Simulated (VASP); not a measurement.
Wanted: the native input for a VASP 6.6.1 run.

* Task: single point
* Functional: PBEsol
* Potentials or basis: VASP PAW PBE potentials, release 64 (Si, C)
* Cutoff: 520 eV
* k mesh: 15 × 15 × 8
* Occupations: fermi-dirac, width 0.08 eV
* Spin: no spin polarisation
* Dipole correction: no
* Further INCAR settings: ALGO = Normal; EDIFF = 1e-06; NBANDS = 16

The structure of SiC lies in POSCAR:

```
SiC
1.0
    3.0759982064      0.0000000000      0.0000000000
   -1.5379991032      2.6638925888      0.0000000000
    0.0000000000      0.0000000000      5.1994400000
Si C
2 2
Direct
    0.3333333333      0.6666666667      0.0000000000
    0.6666666667      0.3333333333      0.5000000000
    0.3333333333      0.6666666667      0.3850000000
    0.6666666667      0.3333333333      0.8850000000
```

This cell differs from its parent crystal: zz strain of +3 %.

The input as run:

INCAR

```
SYSTEM = SiC
ALGO = Normal
EDIFF = 1E-6
ENCUT = 520
GGA = PS
ISIF = 2
ISMEAR = -1
LASPH = .TRUE.
LCHARG = .FALSE.
LREAL = .FALSE.
LWAVE = .FALSE.
NBANDS = 16
NELM = 60
PREC = Accurate
SIGMA = 0.08
```

KPOINTS

```
k-points
0
G
  15 15 8
  0 0 0
```

Potentials or basis: VASP PAW PBE potentials, release 64 (Si, C).

Run with:

```bash
$ cat potpaw_PBE.64/Si/POTCAR potpaw_PBE.64/C/POTCAR > POTCAR
$ mpirun -np 1 vasp_std > vasp.out
```

Results of the run:

```
Pressure               : -4.7 GPa
Largest force          : 0.850 eV/Å
Band gap on the k mesh : 2.28 eV, indirect (least direct gap 4.18 eV)
```

Caveat: the cell differs from its parent crystal (zz strain of +3 %); the PAW data sets were made with another functional, which shifts forces and pressure a little.

It took 23 s on 1 thread of Intel(R) Xeon(R) 6975P-C (Granite Rapids) (shared host), peak memory 0.2 GiB.
